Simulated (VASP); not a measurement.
Write the native input for VASP 6.6.1 that does the following.

| Item | Value |
| --- | --- |
| Task | single point |
| Functional | PBE |
| Potentials or basis | VASP PAW PBE potentials, release 64 (Hf_pv, O) |
| Cutoff | 520 eV |
| k mesh | 9 × 9 × 9 |
| Occupations | gaussian, width 0.01 eV |
| Spin | non-collinear spin, zero start, spin-orbit coupling |
| Starting moments | [[0.0, 0.0, 0.0], [0.0, 0.0, 0.0], [0.0, 0.0, 0.0]] μB |
| Dipole correction | no |
| Further INCAR settings | ALGO = Normal; EDIFF = 1e-06; NBANDS = 35 |

The structure of HfO2 lies in POSCAR:

```
HfO2
1.0
    0.0000000000      2.4508112569      2.4508112569
    2.4508112569      0.0000000000      2.4508112569
    2.4508112569      2.4508112569      0.0000000000
Hf O
1 2
Direct
    0.0000000000      0.0000000000      0.0000000000
    0.7500000000      0.7500000000      0.7500000000
    0.2500000000      0.2500000000      0.2500000000
```

This cell differs from its parent crystal: volume scaled by 0.88.

One way to write it, as run:

INCAR

```
SYSTEM = HfO2
PREC = Accurate
ENCUT = 520
EDIFF = 1E-6
ISMEAR = 0
SIGMA = 0.01
LREAL = .FALSE.
LASPH = .TRUE.
NELM = 150
ALGO = Normal
ISIF = 2
LWAVE = .FALSE.
LCHARG = .FALSE.
MAGMOM = 0 0 0 0 0 0 0 0 0
LORBIT = 11
LSORBIT = .TRUE.
GGA_COMPAT = .FALSE.
LORBMOM = .TRUE.
LMAXMIX = 4
GGA = PE
NBANDS = 35
```

KPOINTS

```
regular mesh
0
G
  9 9 9
  0 0 0
```

Potentials or basis: VASP PAW PBE potentials, release 64 (Hf_pv, O).

Run with:

```bash
$ cat potpaw_PBE.64/Hf_pv/POTCAR potpaw_PBE.64/O/POTCAR > POTCAR
$ mpirun -np 1 vasp_ncl > vasp.out
```

It gave:

```
Pressure                                              : 32.4 GPa
Net moment                                            : 0.00 μB per cell
Valence electrons inside the program's atomic spheres : Hf 8.63; O 5.19
```

Run time: 2.2 min on 1 thread of AMD EPYC 7R43 64-Core Processor (Zen 3), with other jobs on the host, peak memory 0.24 GiB.
